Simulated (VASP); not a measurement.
Here is a VASP 6.6.1 calculation.

The input POSCAR:

```
TiSi2
1.0
   -1.4826264035      1.7234689397      4.2399784024
    1.4826264035     -1.7234689397      4.2399784024
    1.4826264035      1.7234689397     -4.2399784024
Ti Si
1 2
Direct
    0.0000000000      0.0000000000      0.0000000000
    0.6700780000      0.6700780000      0.0000000000
    0.3299220000      0.3299220000      0.0000000000
```

The input INCAR.step1:

```
SYSTEM = TiSi2
PREC = Accurate
ENCUT = 520
ISMEAR = -1
SIGMA = 0.05
LREAL = .FALSE.
LASPH = .TRUE.
NELM = 60
NBANDS = 17
GGA = PE
ALGO = Normal
EDIFF = 1E-4
LWAVE = .TRUE.
LCHARG = .FALSE.
```

File INCAR.step2:

```
SYSTEM = TiSi2
PREC = Accurate
ENCUT = 520
EDIFF = 1E-6
ISMEAR = -1
SIGMA = 0.05
LREAL = .FALSE.
LASPH = .TRUE.
NELM = 60
ALGO = Normal
ISIF = 2
LWAVE = .FALSE.
LCHARG = .TRUE.
METAGGA = R2SCAN
LMIXTAU = .TRUE.
LELF = .TRUE.
LVHAR = .TRUE.
NBANDS = 17
ISTART = 1
```

Contents of KPOINTS:

```
regular mesh
0
G
  12 12 12
  0 0 0
```

Potentials or basis: VASP PAW PBE potentials, release 64 (Ti_sv, Si).

Launch:

```sh
$ cat potpaw_PBE.64/Ti_sv/POTCAR potpaw_PBE.64/Si/POTCAR > POTCAR
$ cp INCAR.step1 INCAR
$ mpirun -np 1 vasp_std > vasp.out
$ cp INCAR.step2 INCAR
$ mpirun -np 1 vasp_std > vasp.out
```

(1) Estimate the pressure.

(2) Estimate the band gap on the k mesh.

Answers

(1) -4.7 GPa.

(2) zero (bands 10 and 11 overlap by 2.50 eV).

Caveat: the cell stands under tension; the PAW data sets were made with another functional, which shifts forces and pressure a little.
